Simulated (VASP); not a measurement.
Here is a VASP 6.6.1 calculation.

INCAR

```
ALGO     = Normal         # electronic algorithm
EDIFF    = 1E-7           # SCF threshold, eV
ENCUT    = 520            # plane-wave cutoff, eV
GGA      = PE             # functional
ISIF     = 2              # what is computed and relaxed
ISMEAR   = 0              # smearing method
LASPH    = True           # aspherical terms in the spheres
LCHARG   = False          # write CHGCAR
LREAL    = False          # projectors in reciprocal space
LWAVE    = False          # write WAVECAR
NBANDS   = 16             # bands
NELM     = 60             # most SCF steps
PREC     = Accurate       # precision mode
SIGMA    = 0.15           # smearing width, eV
```

Contents of KPOINTS:

```
k-points
0
Gamma
  16 16 16
```

Contents of POSCAR:

```
GaSb
1.0
   -2.5723000000      2.5723000000      1.6444000000
    2.5723000000     -2.5723000000      1.6444000000
    2.5723000000      2.5723000000     -1.6444000000
Ga Sb
1 1
Direct
    0.2500000000      0.7500000000      0.5000000000
    0.0000000000      0.0000000000      0.0000000000
```

Potentials or basis: VASP PAW PBE potentials, release 64 (Ga_d, Sb).

Launch:

```sh
$ cat potpaw_PBE.64/Ga_d/POTCAR potpaw_PBE.64/Sb/POTCAR > POTCAR
$ mpirun -np 1 vasp_std > vasp.out
```

(1) Estimate the band gap on the k mesh.

(2) Predict the pressure.

Answers

(1) zero (band 9 reaches 10.21 eV, above the bottom of band 10 at 4.64 eV).

(2) 8.6 GPa.

Caveat: spin-orbit coupling is left out, which moves the levels of the heavy elements.
